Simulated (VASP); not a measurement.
Here is a VASP 6.6.1 calculation.

File INCAR:

```
SYSTEM = MgI2
ALGO = Normal
DIPOL = 0.5 0.5 0.271
EDIFF = 1E-6
ENCUT = 520
GGA = PE
IDIPOL = 3
ISIF = 2
ISMEAR = 0
IVDW = 12
LASPH = .True.
LCHARG = .False.
LDIPOL = .True.
LREAL = .False.
LWAVE = .False.
NBANDS = 25
NELM = 80
PREC = Accurate
SIGMA = 0.02
```

File KPOINTS:

```
k-points
0
Gamma
  6 6 1
  0 0 0
```

The input POSCAR:

```
MgI2
1.0
    4.1291190000      0.0000000000      0.0000000000
   -2.0645590000      3.5759220000      0.0000000000
    0.0000000000      0.0000000000     44.2065080000
Mg I
2 4
Direct
    0.0000000000      0.0000000000      0.1937110000
    0.3333330000      0.6666670000      0.3491960000
    0.3333330000      0.6666670000      0.2316590000
    0.6666670000      0.3333330000      0.1556770000
    0.6666670000      0.3333330000      0.3872300000
    0.0000000000      0.0000000000      0.3112470000
```

Potentials or basis: VASP PAW PBE potentials, release 64 (Mg, I).

Command:

```console
$ cat potpaw_PBE.64/Mg/POTCAR potpaw_PBE.64/I/POTCAR > POTCAR
$ mpirun -np 1 vasp_std > vasp.out
```

**Question.** Predict the largest force.

**Answer.** 0.011 eV/Å.

**Question.** What does it give for the band gap on the k mesh?

**Answer.** 3.44 eV, indirect (least direct gap 3.88 eV).

**Question.** Predict the dispersion energy per atom.

**Answer.** -0.273 eV.

Forces in eV/Å, atoms in the order of the input:
```
Mg   0.000  0.000 -0.002
Mg   0.000  0.000  0.002
I    0.000  0.000 -0.008
I    0.000  0.000  0.011
I    0.000  0.000 -0.011
I    0.000  0.000  0.008
```

Caveat: spin-orbit coupling is left out, which moves the levels of the heavy elements.
